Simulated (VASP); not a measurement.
MgO (zincblende type), 2 atoms in the cell. It takes space group F-43m (No. 216, cubic). The conventional cell has a = 4.494 Å, b = 4.494 Å, c = 4.494 Å, α = 90.00°, β = 90.00°, γ = 90.00°. Mg (site symmetry -43m) has 4 O at 1.95 Å within 2.6 Å. O (site symmetry -43m) has 4 Mg at 1.95 Å within 2.6 Å. 

* Program: VASP 6.6.1
* Task: relaxation of cell and atoms
* Functional: PBEsol
* Potentials or basis: VASP PAW PBE potentials, release 64 (Mg, O)
* Cutoff: 600 eV
* k mesh: 16 × 16 × 16
* Occupations: fermi-dirac, width 0.05 eV
* Spin: no spin polarisation
* Dipole correction: no
* Further INCAR settings: ALGO = Normal; EDIFF = 1e-06; IBRION = 2; EDIFFG = -0.005; NSW = 60; ISIF = 3

Potentials or basis: VASP PAW PBE potentials, release 64 (Mg, O).

Launch:

```bash
$ cat potpaw_PBE.64/Mg/POTCAR potpaw_PBE.64/O/POTCAR > POTCAR
$ mpirun -np 1 vasp_std > vasp.out
```

Hardware: 1 thread of Intel Xeon 8259CL, with other jobs on the host.

Question: How long does it take, and how much memory?

Answer: It took 100 s on 1 thread of Intel Xeon 8259CL (shared host), peak memory 0.2 GiB. Counts: scf iterations 25, k points 145, ion steps 3.
